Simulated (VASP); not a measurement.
Input of a VASP 6.6.1 run:

File INCAR:

```
SYSTEM = BAs
ALGO = Normal ; EDIFF = 1E-6
ENCUT = 500 ; GGA = PE
GGA_COMPAT = .FALSE. ; ISIF = 2
ISMEAR = 0 ; LASPH = .TRUE.
LCHARG = .FALSE. ; LREAL = .FALSE.
LWAVE = .FALSE. ; NBANDS = 11
NELM = 120 ; PREC = Accurate
SIGMA = 0.01
```

Contents of KPOINTS:

```
k-points
0
G
  4 4 4
  0 0 0
```

File POSCAR:

```
BAs
1.0
    0.0000000000      2.3700000000      2.3700000000
    2.3700000000      0.0000000000      2.3700000000
    2.3700000000      2.3700000000      0.0000000000
B As
1 1
Direct
    0.0000000000      0.0000000000      0.0000000000
    0.2500000000      0.2500000000      0.2500000000
```

Potentials or basis: VASP PAW PBE potentials, release 64 (B, As).

Run with:

```console
$ cat potpaw_PBE.64/B/POTCAR potpaw_PBE.64/As/POTCAR > POTCAR
$ mpirun -np 1 vasp_std > vasp.out
```

Predict the pressure.

7.7 GPa.

Predict the band gap on the k mesh.

1.38 eV, indirect (least direct gap 3.29 eV).

Caveat: the k points lie up to 0.57 Å⁻¹ apart. A k mesh can miss the band edges.
